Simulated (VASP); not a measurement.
Wanted: the native input for a VASP 6.6.1 run.

```
Task                   : relaxation of cell and atoms
Functional             : PBE
Potentials or basis    : VASP PAW PBE potentials, release 64 (Mn_pv, O)
Cutoff                 : 600 eV
k mesh                 : 12 × 12 × 8
Occupations            : gaussian, width 0.1 eV
Spin                   : collinear spin, ferromagnetic start
Starting moments       : [4.36, 4.36, 0.25, 0.25] μB
Dipole correction      : no
Further INCAR settings : ALGO = Fast; EDIFF = 1e-06; IBRION = 2; EDIFFG = -0.005; NSW = 100; ISIF = 3
```

The structure of MnO lies in POSCAR:

```
MnO
1.0
    3.4141946510      0.0000000000      0.0000000000
   -1.7070973255      2.9567793012      0.0000000000
    0.0000000000      0.0000000000      5.3905562684
Mn O
2 2
Direct
    0.6666666667      0.3333333333      0.4993665763
    0.3333333333      0.6666666667      0.9993665763
    0.6666666667      0.3333333333      0.8855334237
    0.3333333333      0.6666666667      0.3855334237
```

One way to write it, as run:

INCAR

```
SYSTEM = MnO
ALGO = Fast
EDIFF = 1E-6
EDIFFG = -0.005
ENCUT = 600
GGA = PE
IBRION = 2
ISIF = 3
ISMEAR = 0
ISPIN = 2
KPAR = 4
LASPH = .TRUE.
LCHARG = .FALSE.
LMAXMIX = 4
LORBIT = 11
LREAL = .FALSE.
LWAVE = .FALSE.
MAGMOM = 4.36 4.36 0.25 0.25
NELM = 150
NSW = 100
PREC = Accurate
SIGMA = 0.1
```

KPOINTS

```
k-points
0
G
  12 12 8
  0 0 0
```

Potentials or basis: VASP PAW PBE potentials, release 64 (Mn_pv, O).

Run with:

```bash
$ cat potpaw_PBE.64/Mn_pv/POTCAR potpaw_PBE.64/O/POTCAR > POTCAR
$ mpirun -np 4 vasp_std > vasp.out
```

Results of the run:

| Quantity | Value |
| --- | --- |
| Relaxed volume | 13.85 Å³/atom |
| Relaxed cell | a = 3.435 Å, b = 3.435 Å, c = 5.420 Å, α = 90.00°, β = 90.00°, γ = 120.00° |
| Space group after relaxing (to 0.1 Å) | P6_3mc (No. 186) |
| Energy gained by relaxing | 1.6 meV/atom |
| Ionic steps | 3 |
| Pressure after relaxing | 0.0 GPa |
| Largest force after relaxing | 0.004 eV/Å |
| Band gap on the k mesh | zero (filled and empty bands overlap) |
| Net moment | 10.00 μB per cell |
| Site moments | Mn +4.43; O +0.19 μB |
| Valence electrons inside the program's atomic spheres | Mn 11.37; O 4.99 |

Caveat: semilocal functionals often make such compounds metallic where correlation or magnetic order opens a gap, which also shifts bond lengths; the run started ferromagnetic, and an antiferromagnetic order may lie lower in energy.

It took 4.5 min on 4 MPI ranks on Oxide Virtual Turin-like Processor, with other jobs on the host, peak memory 0.37 GiB a rank.
